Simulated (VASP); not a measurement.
# Ge (Fd-3m) in VASP: single point with PBE

Aim: the single point of Ge with PBE.

All numbers are computed with VASP 6.6.1; they aren't measurements. Logs are shortened: lines on timing, memory, paths and dates and some standing lists are left out, and cuts for length are marked.

### Step 1. The cell of the first run

It takes space group Fd-3m (No. 227, cubic). The conventional cell has a = 5.760 Å, b = 5.760 Å, c = 5.760 Å, α = 90.00°, β = 90.00°, γ = 90.00°. Within 3.3 Å of Ge (site symmetry -43m) lie 4 Ge at 2.49 Å.

### Step 2. Single point, PBE, non-collinear spin, zero start, spin-orbit coupling

The input, POSCAR:

```
Ge
1.0
    0.0000000000      2.8798077591      2.8798077591
    2.8798077591      0.0000000000      2.8798077591
    2.8798077591      2.8798077591      0.0000000000
Ge
2
Direct
    0.5000000000      0.5000000000      0.5000000000
    0.7500000000      0.7500000000      0.7500000000
```

The input, INCAR.step1:

```
SYSTEM = Ge
  PREC = Accurate
  ENCUT = 520
  EDIFF = 1E-6
  ISMEAR = 0
  SIGMA = 0.05
  LREAL = .FALSE.
  LASPH = .TRUE.
  NELM = 150
  ALGO = Normal
  ISIF = 2
  LWAVE = .FALSE.
  LCHARG = .TRUE.
  MAGMOM = 0 0 0 0 0 0
  LSORBIT = .TRUE.
  GGA_COMPAT = .FALSE.
  LORBMOM = .TRUE.
  GGA = PE
  NBANDS = 40
```

The input, KPOINTS.step1:

```
Automatic mesh
0
G
  12 12 12
  0 0 0
```

The input, INCAR.step2:

```
SYSTEM = Ge
  PREC = Accurate
  ENCUT = 520
  EDIFF = 1E-6
  ISMEAR = -5
  SIGMA = 0.05
  LREAL = .FALSE.
  LASPH = .TRUE.
  NELM = 150
  ALGO = Normal
  ISIF = 2
  LWAVE = .FALSE.
  LCHARG = .FALSE.
  MAGMOM = 0 0 0 0 0 0
  LORBIT = 10
  LSORBIT = .TRUE.
  GGA_COMPAT = .FALSE.
  LORBMOM = .TRUE.
  GGA = PE
  NEDOS = 1001
  ICHARG = 11
```

The input, KPOINTS.step2:

```
Automatic mesh
0
G
  18 18 18
  0 0 0
```

Potentials or basis: VASP PAW PBE potentials, release 64 (Ge_d).

Launch:

```
cat potpaw_PBE.64/Ge_d/POTCAR > POTCAR
cp INCAR.step1 INCAR
cp KPOINTS.step1 KPOINTS
mpirun -np 1 vasp_ncl > vasp.out
cp INCAR.step2 INCAR
cp KPOINTS.step2 KPOINTS
mpirun -np 1 vasp_ncl > vasp.out
```

OUTCAR:

```text
SYSTEM = Ge
   PREC = Accurate
   ENCUT = 520
   EDIFF = 1E-6
   ISMEAR = -5
   LREAL = .FALSE.
   LASPH = .TRUE.
   NELM = 150
   ISIF = 2
   LORBIT = 10
   LSORBIT = .TRUE.
   GGA = PE
   ICHARG = 11

 ion  position               nearest neighbor table
   1  0.500  0.500  0.500-   2 2.49   2 2.49   2 2.49   2 2.49
   2  0.750  0.750  0.750-   1 2.49   1 2.49   1 2.49   1 2.49

  LATTYP: Found a face centered cubic cell.
 ALAT       =     5.7596155182

  Lattice vectors:

 A1 = (   0.0000000000,   2.8798077591,   2.8798077591)
 A2 = (   2.8798077591,   0.0000000000,   2.8798077591)
 A3 = (   2.8798077591,   2.8798077591,   0.0000000000)

Analysis of symmetry for initial positions (statically):
=====================================================================
 Subroutine PRICEL returns:
 Original cell was already a primitive cell.

 Routine SETGRP: Setting up the symmetry group for a
 face centered cubic supercell.

 Subroutine GETGRP returns: Found 48 space group operations
 (whereof 24 operations were pure point group operations)
 out of a pool of 48 trial point group operations.

The static configuration has the point symmetry T_d .
 The point group associated with its full space group is O_h .

Analysis of symmetry for dynamics (positions and initial velocities):
=====================================================================
 Subroutine PRICEL returns:
 Original cell was already a primitive cell.

 Routine SETGRP: Setting up the symmetry group for a
 face centered cubic supercell.

 Subroutine GETGRP returns: Found 48 space group operations
 (whereof 24 operations were pure point group operations)
 out of a pool of 48 trial point group operations.

The dynamic configuration has the point symmetry T_d .
 The point group associated with its full space group is O_h .

Analysis of structural, dynamic, and magnetic symmetry:
=====================================================================
 Subroutine PRICEL returns:
 Original cell was already a primitive cell.

 Routine SETGRP: Setting up the symmetry group for a
 face centered cubic supercell.

 Subroutine GETGRP returns: Found 48 space group operations
 (whereof 24 operations were pure point group operations)
 out of a pool of 48 trial point group operations.

The overall configuration has the point symmetry T_d .
 The point group associated with its full space group is O_h .

 Subroutine INISYM returns: Found 48 space group operations
 (whereof 24 operations are pure point group operations),
 and found     1 'primitive' translations

----------------------------------------------------------------------------------------

                                     Primitive cell

  volume of cell :      47.7662

  direct lattice vectors                    reciprocal lattice vectors
     0.000000000  2.879807759  2.879807759    -0.173622700  0.173622700  0.173622700
     2.879807759  0.000000000  2.879807759     0.173622700 -0.173622700  0.173622700
     2.879807759  2.879807759  0.000000000     0.173622700  0.173622700 -0.173622700

  length of vectors
     4.072663190  4.072663190  4.072663190     0.300723339  0.300723339  0.300723339

  position of ions in fractional coordinates (direct lattice)
     0.500000000  0.500000000  0.500000000
     0.750000000  0.750000000  0.750000000

  ion indices of the primitive-cell ions
   primitive index   ion index
                 1           1
                 2           2

----------------------------------------------------------------------------------------

 KPOINTS: Automatic mesh

Automatic generation of k-mesh.
 Grid dimensions read from file:
 generate k-points for:   18   18   18

 Generating k-lattice:

  Cartesian coordinates                     Fractional coordinates (reciprocal lattice)
    -0.009645706  0.009645706  0.009645706     0.055555556  0.000000000  0.000000000
     0.009645706 -0.009645706  0.009645706     0.000000000  0.055555556  0.000000000
     0.009645706  0.009645706 -0.009645706     0.000000000  0.000000000  0.055555556

  Length of vectors
     0.016706852  0.016706852  0.016706852

  Shift w.r.t. Gamma in fractional coordinates (k-lattice)
     0.000000000  0.000000000  0.000000000

 TETIRR: Found    806 inequivalent tetrahedra from    34992

 Subroutine IBZKPT returns following result:
 ===========================================

 Found    195 irreducible k-points:

 Following reciprocal coordinates:
            Coordinates               Weight
  0.000000  0.000000  0.000000      1.000000
  0.055556  0.000000  0.000000      8.000000
  0.111111  0.000000  0.000000      8.000000
  0.166667  0.000000  0.000000      8.000000
[... 50 lines left out ...]
   NELECT =      28.0000    total number of electrons
   NUPDOWN=      -1.0000    fix difference up-down
   EMIN   =  10.00;   EMAX   =-10.00  energy-range for DOS
   EFERMI =   0.00;   METHOD = LEGACY
   ISMEAR =    -5;   SIGMA  =   0.05  broadening in eV -4-tet -1-fermi 0-gaus
   EFERMI_NEDOS =   21; number of points for ismear=-14 and -15
   IALGO  =     38    algorithm
   IMIX   =      4    mixing-type and parameters
     AMIX     =   0.40;   BMIX     =  1.00
     AMIX_MAG =   1.60;   BMIX_MAG =  1.00
  volume/ion in A,a.u.               =      23.88       161.17
  Fermi-wavevector in a.u.,A,eV,Ry     =   1.370106  2.589124 25.540708  1.877189
  Thomas-Fermi vector in A             =   2.495921
   LORBIT       =     10    0 simple, 1 ext, 2 COOP (PROOUT), +10 PAW based schemes
   GGA     = PE    functional components
   LHFCALC =     F    Hartree Fock is set to
   AEXX    =    0.0000 exact exchange contribution
   IVDW    =     0    specifies the selected vdW correction
   LEPSILON=     F    determine dielectric tensor
   LRPA    =     F    only Hartree local field effects (RPA)
 Fermi weights with tetrahedron method with Bloechl corrections
  energy-cutoff  :      520.00
  volume of cell :       47.77
 maximum number of plane-waves:      2614

 number of electron      27.9999980 magnetization      -0.0000000     -0.0000000     -0.0000000

 Free energy of the ion-electron system (eV)
  ---------------------------------------------------
  ext. energy  EPLUGINS =         0.00000000
  ---------------------------------------------------
  free energy    TOTEN  =        -9.05672230 eV

  energy without entropy =       -9.05672230  energy(sigma->0) =       -9.05672230

 E-fermi :   4.5459     XC(G=0):  -9.6732

 val. band max:        4.5753962363   @ k =   0.0000   0.0000   0.0000
 cond. band min:       4.5106950256   @ k =   0.5000   0.0000   0.0000
 fundamental gap:     -0.0647012107
 Fermi energy:         4.5458972730

 k-point     1 :       0.0000    0.0000    0.0000
  band No.  band energies     occupation
      1     -20.5381      1.00000
      2     -20.5381      1.00000
      3     -20.5381      1.00000
      4     -20.5381      1.00000
      5     -20.4824      1.00000
      6     -20.4824      1.00000
[... 925 lines left out ...]
     35       9.6542      0.00000
     36       9.6542      0.00000

 [... further k-points ...]

------------------------ aborting loop because EDIFF is reached ----------------------------------------

  FORCE on cell =-STRESS in cart. coord.  units (eV):
  Direction    XX          YY          ZZ          XY          YZ          ZX
  --------------------------------------------------------------------------------------
  -------------------------------------------------------------------------------------
  Total       -0.0859554     -0.0859554     -0.0859554     -0.0000000      0.0000000     -0.0000000
  in kB       -2.8831246     -2.8831246     -2.8831246     -0.0000000      0.0000000     -0.0000000
  external PRESSURE =      -2.8831246 kB  Pullay stress =       0.0000000 kB

 VOLUME and BASIS-vectors are now :
 -----------------------------------------------------------------------------
  energy-cutoff  :      520.00
  volume of cell :       47.77
      direct lattice vectors                 reciprocal lattice vectors
     0.000000000  2.879807759  2.879807759    -0.173622700  0.173622700  0.173622700
     2.879807759  0.000000000  2.879807759     0.173622700 -0.173622700  0.173622700
     2.879807759  2.879807759  0.000000000     0.173622700  0.173622700 -0.173622700

 POSITION                                       TOTAL-FORCE (eV/Angst)
 -----------------------------------------------------------------------------------
      2.87981      2.87981      2.87981         0.000000      0.000000     -0.000000
      4.31971      4.31971      4.31971        -0.000000     -0.000000      0.000000
 -----------------------------------------------------------------------------------
    total drift:                                0.000000      0.000000      0.000000

  FREE ENERGIE OF THE ION-ELECTRON SYSTEM (eV)
  ---------------------------------------------------
  free  energy   TOTEN  =        -9.0567222971 eV

  energy  without entropy=       -9.0567222971  energy(sigma->0) =       -9.05672230

 orbital moment (x)

 # of ion     p       d       tot
 ----------------------------------------
  1         0.000  -0.000   0.000
  2        -0.000  -0.000  -0.000
 ----------------------------------------
            0.000  -0.000   0.000

 orbital moment (y)

 # of ion     p       d       tot
 ----------------------------------------
  1         0.000  -0.000   0.000
  2         0.000   0.000   0.000
 ----------------------------------------
            0.000  -0.000   0.000

 orbital moment (z)

 # of ion     p       d       tot
 ----------------------------------------
  1        -0.000   0.000  -0.000
  2        -0.000   0.000  -0.000
 ----------------------------------------
           -0.000   0.000  -0.000

 Spin-Orbit-Coupling matrix elements

 Ion:    1  E_soc:     -0.0182576
 l=   1
     0.0000000    -0.0020959    -0.0020959
    -0.0020959     0.0000000    -0.0020959
    -0.0020959    -0.0020959     0.0000000
 l=   2
     0.0000000    -0.0001893     0.0000000    -0.0001893    -0.0007578
    -0.0001893     0.0000000    -0.0005684    -0.0001893    -0.0001895
     0.0000000    -0.0005684     0.0000000    -0.0005684     0.0000000
    -0.0001893    -0.0001893    -0.0005684     0.0000000    -0.0001895
    -0.0007578    -0.0001895     0.0000000    -0.0001895     0.0000000
 l=   3
     0.0000000     0.0000000     0.0000000     0.0000000     0.0000000     0.0000000     0.0000000
     0.0000000     0.0000000     0.0000000     0.0000000     0.0000000     0.0000000     0.0000000
     0.0000000     0.0000000     0.0000000     0.0000000     0.0000000     0.0000000     0.0000000
     0.0000000     0.0000000     0.0000000     0.0000000     0.0000000     0.0000000     0.0000000
     0.0000000     0.0000000     0.0000000     0.0000000     0.0000000     0.0000000     0.0000000
     0.0000000     0.0000000     0.0000000     0.0000000     0.0000000     0.0000000     0.0000000
     0.0000000     0.0000000     0.0000000     0.0000000     0.0000000     0.0000000     0.0000000

 Ion:    2  E_soc:     -0.0182576
 l=   1
     0.0000000    -0.0020959    -0.0020959
    -0.0020959     0.0000000    -0.0020959
    -0.0020959    -0.0020959     0.0000000
 l=   2
     0.0000000    -0.0001893     0.0000000    -0.0001893    -0.0007578
    -0.0001893     0.0000000    -0.0005684    -0.0001893    -0.0001895
     0.0000000    -0.0005684     0.0000000    -0.0005684     0.0000000
    -0.0001893    -0.0001893    -0.0005684     0.0000000    -0.0001895
    -0.0007578    -0.0001895     0.0000000    -0.0001895     0.0000000
 l=   3
     0.0000000     0.0000000     0.0000000     0.0000000     0.0000000     0.0000000     0.0000000
     0.0000000     0.0000000     0.0000000     0.0000000     0.0000000     0.0000000     0.0000000
     0.0000000     0.0000000     0.0000000     0.0000000     0.0000000     0.0000000     0.0000000
     0.0000000     0.0000000     0.0000000     0.0000000     0.0000000     0.0000000     0.0000000
     0.0000000     0.0000000     0.0000000     0.0000000     0.0000000     0.0000000     0.0000000
     0.0000000     0.0000000     0.0000000     0.0000000     0.0000000     0.0000000     0.0000000
     0.0000000     0.0000000     0.0000000     0.0000000     0.0000000     0.0000000     0.0000000

 total charge

# of ion       s       p       d       tot
------------------------------------------
    1        1.136   1.210  10.016  12.362
    2        1.136   1.210  10.016  12.362
--------------------------------------------------
tot          2.272   2.419  20.032  24.723

 magnetization (x)

# of ion       s       p       d       tot
------------------------------------------
    1        0.000   0.000   0.000   0.000
    2        0.000   0.000   0.000   0.000
--------------------------------------------------
tot          0.000   0.000   0.000   0.000

 magnetization (y)

# of ion       s       p       d       tot
------------------------------------------
    1        0.000  -0.000  -0.000  -0.000
    2        0.000  -0.000  -0.000  -0.000
--------------------------------------------------
tot          0.000  -0.000  -0.000  -0.000

 magnetization (z)

# of ion       s       p       d       tot
------------------------------------------
    1        0.000   0.000  -0.000   0.000
    2        0.000   0.000   0.000   0.000
--------------------------------------------------
tot          0.000   0.000   0.000   0.000
```

It took 15 min on 1 thread of Oxide Virtual Turin-like, shared host; peak memory 0.53 GiB.

Results:

| Item | Value |
| --- | --- |
| Net moment | 0.00 μB per cell |
| Valence electrons inside the program's atomic spheres | Ge 12.36 |

Moments on the atoms (μB; x, y, z):
```
Ge  0.00 0.00 0.00
Ge  0.00 0.00 0.00
```
